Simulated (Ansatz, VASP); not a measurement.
**LiF in VASP and in Ansatz**

```xyz
4
Lattice="3.2613 0.0000 0.0000 -1.6306 2.8243 0.0000 0.0000 0.0000 4.0122" Properties=species:S:1:pos:R:3 pbc="T T T"
Li    0.0000    1.8829    1.0030
Li    1.6306    0.9414    3.0091
F     1.6306    0.9414    1.0030
F     0.0000    1.8829    3.0091
```

Alike in both runs: task single point; functional PBE; k mesh 9 × 9 × 6; no spin polarisation.

|  | VASP | Ansatz |
| --- | --- | --- |
| version | VASP 6.6.1 | Ansatz 0.2.0 |
| potentials or method | VASP PAW PBE potentials, release 64 (Li_sv, F) | plane waves, PAW |
| plane-wave cutoff (eV) | 520 | 420 |
| occupations | gaussian, width 0.01 eV | fixed |
| valence electrons in the cell | 20 | 20 |

|  | VASP | Ansatz | Ansatz less VASP |
| --- | --- | --- | --- |
| gap on the k mesh at the Fermi level (eV) | 7.85 | 7.86 | +0.009 |

Noted on VASP's run: the cutoff is short for stress, so the pressure is rough.
